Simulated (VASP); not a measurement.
# Cu3O (Im-3m) in VASP: notebook, part 2 of 2

VASP 6.6.1. The steps go on from the part before.

### 3 Single point, PBE, collinear spin, ferromagnetic start

Input file INCAR:

```
ALGO     = Normal         # electronic algorithm
EDIFF    = 1E-7           # SCF threshold, eV
ENCUT    = 520            # plane-wave cutoff, eV
GGA      = PE             # functional
ISIF     = 2              # what is computed and relaxed
ISMEAR   = 0              # smearing method
ISPIN    = 2              # spin polarisation
LASPH    = T              # aspherical terms in the spheres
LCHARG   = F              # write CHGCAR
LMAXMIX  = 4              # l up to which the mixer works
LORBIT   = 11             # projections on sites
LREAL    = F              # projectors in reciprocal space
LWAVE    = F              # write WAVECAR
MAGMOM   = 1 1 1 0        # initial moments
NBANDS   = 32             # bands
NELM     = 150            # most SCF steps
PREC     = Accurate       # precision mode
SIGMA    = 0.1            # smearing width, eV
```

Input file KPOINTS:

```
k-points
0
Gamma
  6 6 6
```

Input file POSCAR:

```
Cu3O
1.0
   -2.3153495095      2.3153495095      2.3153495095
    2.3153495095     -2.3153495095      2.3153495095
    2.3153495095      2.3153495095     -2.3153495095
Cu O
3 1
Direct
    0.0000000000      0.5000000000      0.5000000000
    0.5000000000      0.0000000000      0.5000000000
    0.5000000000      0.5000000000      0.0000000000
    0.0000000000      0.0000000000      0.0000000000
```

Potentials or basis: VASP PAW PBE potentials, release 64 (Cu, O).

Run with:

```sh
cat potpaw_PBE.64/Cu/POTCAR potpaw_PBE.64/O/POTCAR > POTCAR
mpirun -np 1 vasp_std > vasp.out
```

OUTCAR:

```text
EDIFF = 1E-7
   ENCUT = 520
   GGA = PE
   ISIF = 2
   ISMEAR = 0
   ISPIN = 2
   LASPH = T
   LORBIT = 11
   LREAL = F
   NELM = 150
   PREC = Accurate

 ion  position               nearest neighbor table
   1  0.000  0.500  0.500-   2 2.32   3 2.32   4 2.32   4 2.32   3 2.32   2 2.32
   2  0.500  0.000  0.500-   1 2.32   3 2.32   4 2.32   3 2.32   4 2.32   1 2.32
   3  0.500  0.500  0.000-   1 2.32   2 2.32   4 2.32   2 2.32   1 2.32   4 2.32
   4  0.000  0.000  0.000-   1 2.32   2 2.32   3 2.32   1 2.32   2 2.32   3 2.32

  LATTYP: Found a body centered cubic cell.
 ALAT       =     4.6306990190

  Lattice vectors:

 A1 = (  -2.3153495095,   2.3153495095,   2.3153495095)
 A2 = (   2.3153495095,  -2.3153495095,   2.3153495095)
 A3 = (   2.3153495095,   2.3153495095,  -2.3153495095)

Analysis of symmetry for initial positions (statically):
=====================================================================
 Subroutine PRICEL returns:
 Original cell was already a primitive cell.

 Routine SETGRP: Setting up the symmetry group for a
 body centered cubic supercell.

 Subroutine GETGRP returns: Found 48 space group operations
 (whereof 48 operations were pure point group operations)
 out of a pool of 48 trial point group operations.

The static configuration has the point symmetry O_h .

Analysis of symmetry for dynamics (positions and initial velocities):
=====================================================================
 Subroutine PRICEL returns:
 Original cell was already a primitive cell.

 Routine SETGRP: Setting up the symmetry group for a
 body centered cubic supercell.

 Subroutine GETGRP returns: Found 48 space group operations
 (whereof 48 operations were pure point group operations)
 out of a pool of 48 trial point group operations.

The dynamic configuration has the point symmetry O_h .

Analysis of structural, dynamic, and magnetic symmetry:
[... 158 lines left out ...]

 val. band max:        5.1709162575   @ k =   0.3333   0.1667  -0.0000
 cond. band min:       5.2498718375   @ k =   0.5000   0.5000   0.1667
 fundamental gap:      0.0789555800
 Fermi energy:         5.2467867852

 spin component 1

 k-point     1 :       0.0000    0.0000    0.0000
  band No.  band energies     occupation
      1     -12.6195      1.00000
      2      -0.7901      1.00000
      3       1.3457      1.00000
      4       1.3457      1.00000
      5       1.3975      1.00000
      6       1.3975      1.00000
[... 533 lines left out ...]
     30      21.5642      0.00000
     31      21.5642      0.00000
 Fermi energy:         5.2467867852

 spin component 2

 k-point     1 :       0.0000    0.0000    0.0000
  band No.  band energies     occupation
      1     -12.6195      1.00000
      2      -0.7901      1.00000
      3       1.3457      1.00000
      4       1.3457      1.00000
      5       1.3975      1.00000
      6       1.3975      1.00000
[... 533 lines left out ...]
     30      21.5642      0.00000
     31      21.5642      0.00000
 [bands above 31 left out]

------------------------ aborting loop because EDIFF is reached ----------------------------------------

  FORCE on cell =-STRESS in cart. coord.  units (eV):
  Direction    XX          YY          ZZ          XY          YZ          ZX
  --------------------------------------------------------------------------------------
  -------------------------------------------------------------------------------------
  Total        0.0301479      0.0301479      0.0301479     -0.0000000      0.0000000     -0.0000000
  in kB        0.9728772      0.9728772      0.9728772     -0.0000000      0.0000000     -0.0000000
  external PRESSURE =       0.9728772 kB  Pullay stress =       0.0000000 kB

 VOLUME and BASIS-vectors are now :
 -----------------------------------------------------------------------------
  energy-cutoff  :      520.00
  volume of cell :       49.65
      direct lattice vectors                 reciprocal lattice vectors
    -2.315349509  2.315349509  2.315349509     0.000000000  0.215950118  0.215950118
     2.315349509 -2.315349509  2.315349509     0.215950118  0.000000000  0.215950118
     2.315349509  2.315349509 -2.315349509     0.215950118  0.215950118  0.000000000

 POSITION                                       TOTAL-FORCE (eV/Angst)
 -----------------------------------------------------------------------------------
      2.31535      0.00000      0.00000        -0.000000     -0.000000     -0.000000
      0.00000      2.31535      0.00000         0.000000     -0.000000      0.000000
      0.00000      0.00000      2.31535         0.000000      0.000000     -0.000000
      0.00000      0.00000      0.00000         0.000000      0.000000      0.000000
 -----------------------------------------------------------------------------------
    total drift:                                0.000000     -0.000000      0.000000

  FREE ENERGIE OF THE ION-ELECTRON SYSTEM (eV)
  ---------------------------------------------------
  free  energy   TOTEN  =       -14.5723586540 eV

  energy  without entropy=      -14.5621524635  energy(sigma->0) =      -14.56725556

 total charge

# of ion       s       p       d       tot
------------------------------------------
    1        0.428   0.273   9.232   9.933
    2        0.428   0.273   9.232   9.933
    3        0.428   0.273   9.232   9.933
    4        1.618   3.161   0.000   4.778
--------------------------------------------------
tot          2.902   3.979  27.696  34.577

 magnetization (x)

# of ion       s       p       d       tot
------------------------------------------
    1       -0.000  -0.000   0.000  -0.000
    2       -0.000  -0.000   0.000  -0.000
    3       -0.000  -0.000   0.000  -0.000
    4       -0.000  -0.000   0.000  -0.000
--------------------------------------------------
tot         -0.000  -0.000   0.000  -0.000
```

OSZICAR:

```text
N       E                     dE             d eps       ncg     rms          rms(c)
DAV:   1     0.310291018565E+03    0.31029E+03   -0.17158E+04  2168   0.200E+03
DAV:   2     0.198530886326E+02   -0.29044E+03   -0.27048E+03  2064   0.354E+02
DAV:   3    -0.170846878021E+02   -0.36938E+02   -0.34718E+02  2392   0.142E+02
DAV:   4    -0.183253857802E+02   -0.12407E+01   -0.12323E+01  2376   0.329E+01
DAV:   5    -0.183413036427E+02   -0.15918E-01   -0.15916E-01  2496   0.372E+00    0.185E+01
DAV:   6    -0.204417094837E+02   -0.21004E+01   -0.31990E+01  2736   0.127E+02    0.177E+01
DAV:   7    -0.146159304302E+02    0.58258E+01   -0.25041E+01  2736   0.692E+01    0.269E+00
DAV:   8    -0.145966135573E+02    0.19317E-01   -0.14155E+00  2744   0.113E+01    0.891E-01
DAV:   9    -0.145768079843E+02    0.19806E-01   -0.71922E-02  2760   0.331E+00    0.595E-01
DAV:  10    -0.145732614898E+02    0.35465E-02   -0.23999E-02  3016   0.226E+00    0.334E-01
DAV:  11    -0.145723841832E+02    0.87731E-03   -0.27556E-03  2768   0.455E-01    0.810E-02
DAV:  12    -0.145723481243E+02    0.36059E-04   -0.35439E-04  3000   0.191E-01    0.365E-02
DAV:  13    -0.145723610686E+02   -0.12944E-04   -0.53788E-05  2992   0.115E-01    0.111E-02
DAV:  14    -0.145723594362E+02    0.16323E-05   -0.12657E-05  2624   0.627E-02    0.397E-03
DAV:  15    -0.145723588531E+02    0.58311E-06   -0.45000E-07  2688   0.943E-03    0.236E-03
DAV:  16    -0.145723586588E+02    0.19431E-06   -0.54334E-08  1360   0.467E-03    0.129E-03
DAV:  17    -0.145723586540E+02    0.47821E-08   -0.45952E-08  1312   0.191E-03
   1 F= -.14572359E+02 E0= -.14567256E+02  d E =-.102062E-01  mag=    -0.0000
```

stdout:

```text
POSCAR found type information on POSCAR CuO
 POSCAR found :  2 types and       4 ions
 scaLAPACK will be used
 LDA part: xc-table for (Slater+PW92), standard interpolation
 POSCAR, INCAR and KPOINTS ok, starting setup
 FFT: planning ... GRIDC
 FFT: planning ... GRID_SOFT
 FFT: planning ... GRID
 WAVECAR not read
 entering main loop
```

Run time: 93 s. Hardware: 1 thread of AMD EPYC 7R43 (Zen 3), shared host; peak memory 0.16 GiB.

What came out:

| Quantity | Value |
| --- | --- |
| Free energy | -14.5724 eV |
| Pressure | 0.1 GPa |
| Net moment | 0.00 μB per cell |
| Valence electrons inside the program's atomic spheres | Cu 9.93; O 4.78 |
